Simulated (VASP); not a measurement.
Set up this calculation in VASP 6.6.1, as the native input.

```
Task                   : single point
Functional             : PBEsol
Potentials or basis    : VASP PAW PBE potentials, release 64 (Mg, O)
Cutoff                 : 520 eV
k mesh                 : 9 × 9 × 4
Occupations            : gaussian, width 0.05 eV
Spin                   : no spin polarisation
Dipole correction      : no
Further INCAR settings : ALGO = Normal; EDIFF = 1e-06; NBANDS = 26
```

The structure of MgO lies in POSCAR:

```
MgO
1.0
    3.0926000000      0.0000000000      0.0000000000
   -1.5463000000      2.6782701637      0.0000000000
    0.0000000000      0.0000000000     11.2493000000
Mg O
4 4
Direct
    0.3333333333      0.6666666667      0.9695925587
    0.0000000000      0.0000000000      0.2209429155
    0.0000000000      0.0000000000      0.7209429155
    0.6666666667      0.3333333333      0.4695925587
    0.3333333333      0.6666666667      0.7799203897
    0.0000000000      0.0000000000      0.5295423161
    0.0000000000      0.0000000000      0.0295423161
    0.6666666667      0.3333333333      0.2799203897
```

These files were run (other wordings do the same):

INCAR

```
PREC = Accurate
ENCUT = 520
EDIFF = 1E-6
ISMEAR = 0
SIGMA = 0.05
LREAL = F
LASPH = T
NELM = 100
ALGO = Normal
ISIF = 2
LWAVE = F
LCHARG = F
GGA = PS
NBANDS = 26
```

KPOINTS

```
regular mesh
0
Gamma
  9 9 4
```

Potentials or basis: VASP PAW PBE potentials, release 64 (Mg, O).

Run with:

```bash
$ cat potpaw_PBE.64/Mg/POTCAR potpaw_PBE.64/O/POTCAR > POTCAR
$ mpirun -np 1 vasp_std > vasp.out
```

It gave:

```
Pressure               : 6.2 GPa
Largest force          : 0.911 eV/Å
Band gap on the k mesh : 3.43 eV, direct
```

Caveat: the PAW data sets were made with another functional, which shifts forces and pressure a little.

Run time: 44 s on 1 thread of AMD EPYC 9R45 96-Core Processor (Zen 5), on a shared host, peak memory 0.21 GiB.
